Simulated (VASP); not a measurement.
Write the native input for VASP 6.6.1 that does the following.

* Task: relaxation of cell and atoms
* Functional: PBEsol
* Potentials or basis: VASP PAW PBE potentials, release 64 (Pd)
* Cutoff: 600 eV
* k mesh: 18 × 18 × 10
* Occupations: gaussian, width 0.1 eV
* Spin: no spin polarisation
* Dipole correction: no
* Further INCAR settings: ALGO = Normal; EDIFF = 1e-06; IBRION = 2; EDIFFG = -0.01; NSW = 80; ISIF = 3

The structure of Pd lies in POSCAR:

```
Pd
1.0
    2.7293689838      0.0000000000      0.0000000000
   -1.3646844919      2.3637028763      0.0000000000
    0.0000000000      0.0000000000      4.5320612339
Pd
2
Direct
    0.3333333333      0.6666666667      0.2500000000
    0.6666666667      0.3333333333      0.7500000000
```

This isn't the form of Pd at room conditions, which is fcc.

One way to write it, as run:

INCAR

```
SYSTEM = Pd
  PREC = Accurate
  ENCUT = 600
  EDIFF = 1E-6
  ISMEAR = 0
  SIGMA = 0.1
  LREAL = .FALSE.
  LASPH = .TRUE.
  NELM = 60
  ALGO = Normal
  ISIF = 3
  LWAVE = .FALSE.
  LCHARG = .FALSE.
  GGA = PS
  IBRION = 2
  NSW = 80
  EDIFFG = -0.01
```

KPOINTS

```
regular mesh
0
G
  18 18 10
  0 0 0
```

Potentials or basis: VASP PAW PBE potentials, release 64 (Pd).

The run is started by

```console
$ cat potpaw_PBE.64/Pd/POTCAR > POTCAR
$ mpirun -np 1 vasp_std > vasp.out
```

Results of the run:

```
Relaxed volume                        : 14.59 Å³/atom
Relaxed cell                          : a = 2.718 Å, b = 2.718 Å, c = 4.562 Å, α = 90.00°, β = 90.00°, γ = 120.00°
Space group after relaxing (to 0.1 Å) : P6_3/mmc (No. 194)
Energy gained by relaxing             : 0.6 meV/atom
Ionic steps                           : 5
Pressure after relaxing               : 0.0 GPa
Band gap on the k mesh                : zero (bands 10 and 11 overlap by 0.94 eV)
```

Caveat: the PAW data sets were made with another functional, which shifts forces and pressure a little.

Wall time 2.3 min on 1 thread of Intel(R) Xeon(R) Platinum 8259CL CPU @ 2.50GHz (Skylake/Cascade Lake), on a shared host, peak memory 0.24 GiB.
